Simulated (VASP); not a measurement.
Input of a VASP 6.6.1 run:

INCAR

```
PREC     = Accurate       # precision mode
ENCUT    = 520            # plane-wave cutoff, eV
EDIFF    = 1E-7           # SCF threshold, eV
ISMEAR   = 0              # smearing method
SIGMA    = 0.05           # smearing width, eV
LREAL    = False          # projectors in reciprocal space
LASPH    = True           # aspherical terms in the spheres
NELM     = 100            # most SCF steps
ALGO     = Normal         # electronic algorithm
ISIF     = 2              # what is computed and relaxed
LWAVE    = False          # write WAVECAR
LCHARG   = False          # write CHGCAR
GGA      = PS             # functional
NBANDS   = 22             # bands
```

File KPOINTS:

```
regular mesh
0
Gamma
  4 4 2
```

POSCAR

```
F
1.0
    3.2311320829     -1.8274378544     -0.2492127807
    3.2311320829      1.8274378544     -0.2492127807
   -2.4384255858      0.0000000000      7.3220587940
F
4
Direct
    0.0848459664      0.0848459664      0.0940038325
    0.9151540336      0.9151540336      0.9059961675
    0.5015719855      0.5015719855      0.5937195244
    0.4984280145      0.4984280145      0.4062804756
```

Potentials or basis: VASP PAW PBE potentials, release 64 (F).

Command:

```console
$ cat potpaw_PBE.64/F/POTCAR > POTCAR
$ mpirun -np 1 vasp_std > vasp.out
```

(1) Estimate the largest force.

(2) Predict the pressure.

(3) Predict the band gap on the k mesh.

## Answers

(1) 0.938 eV/Å.

(2) -2.3 GPa.

(3) 2.64 eV, indirect (least direct gap 2.71 eV).

Caveat: the k points lie up to 0.50 Å⁻¹ apart; the PAW data sets were made with another functional, which shifts forces and pressure a little.
